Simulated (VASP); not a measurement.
Crystal: Al3B2P.

```xyz
6
Lattice="3.6254 0.0000 0.0000 -1.8127 3.1397 0.0000 0.0000 0.0000 7.1314" Properties=species:S:1:pos:R:3 pbc="T T T"
Al    1.8127    1.0466    3.5657
Al    0.0000    0.0000    0.0000
Al    0.0000    0.0000    3.5657
B     0.0000    2.0931    1.7316
B     0.0000    2.0931    5.3997
P     1.8127    1.0466    0.0000
```

| Quantity | Value |
| --- | --- |
| Program | VASP 6.6.1 |
| Task | relaxation of cell and atoms |
| Functional | PBE |
| Potentials or basis | VASP PAW PBE potentials, release 64 (Al, B, P) |
| Cutoff | 600 eV |
| k mesh | 6 × 6 × 4 |
| Occupations | gaussian, width 0.1 eV |
| Spin | no spin polarisation |

At the start: pressure 28.5 GPa; volume 13.53 Å³/atom.

Problem. How do energy, volume and symmetry change on relaxing?

Solution. Over 23 steps the energy falls by 950.5 meV/atom and the volume is 14.55 Å³/atom (+7.6 %); space group P-6m2 (No. 187, to 0.05 Å).

Step by step:
| step | energy change (eV) | largest force (eV/Å) | pressure (GPa) | volume (Å³) |
| --- | --- | --- | --- | --- |
| 1 | 0.0000 | 1.5074 | 28.55 | 81.17 |
| 2 | -3.0957 | 0.6113 | -9.96 | 110.63 |
| 3 | -3.2910 | 0.8216 | -5.12 | 101.77 |
| 4 | -3.2949 | 0.8047 | -5.62 | 102.48 |
| 5 | -3.8062 | 0.7654 | -4.26 | 95.90 |
| 6 | -4.3977 | 1.1581 | 7.71 | 76.32 |
| 7 | -4.4497 | 0.8567 | 4.01 | 79.87 |
| 8 | -4.6988 | 1.4798 | 1.02 | 82.06 |
| 9 | -5.1275 | 0.1486 | 1.86 | 87.99 |
| 10 | -5.0162 | 2.0087 | -1.02 | 84.57 |
| 11 | -5.2083 | 1.8791 | -0.50 | 86.33 |
| 12 | -5.2259 | 1.3892 | 0.25 | 87.12 |
| 13 | -5.2566 | 0.1110 | 1.07 | 88.28 |
| 14 | -5.2652 | 0.4467 | 0.76 | 87.94 |
| 15 | -5.3742 | 0.3980 | 0.13 | 88.22 |
| 16 | -5.5932 | 0.2335 | -1.39 | 88.97 |
| 17 | -5.6801 | 0.1060 | -2.00 | 90.10 |
| 18 | -5.6842 | 0.0917 | -2.06 | 89.95 |
| 19 | -5.6841 | 0.0817 | -2.07 | 89.90 |
| 20 | -5.6978 | 0.1248 | -1.03 | 88.62 |
| 21 | -5.7023 | 0.1635 | 0.00 | 87.43 |
| 22 | -5.7024 | 0.1657 | 0.06 | 87.36 |
| 23 | -5.7032 | 0.0033 | -0.06 | 87.31 |

Final structure:
```
Al B P
1.0
     4.33636    0.00000    0.00000
    -2.16818    3.75540    0.00000
     0.00000    0.00000    5.36142
Al B P
3 2 1
Direct
  0.66667 0.33333 0.50000
  0.00000 0.00000 0.00000
  0.00000 0.00000 0.50000
  0.33333 0.66667 0.34723
  0.33333 0.66667 0.65277
  0.66667 0.33333 0.00000
```
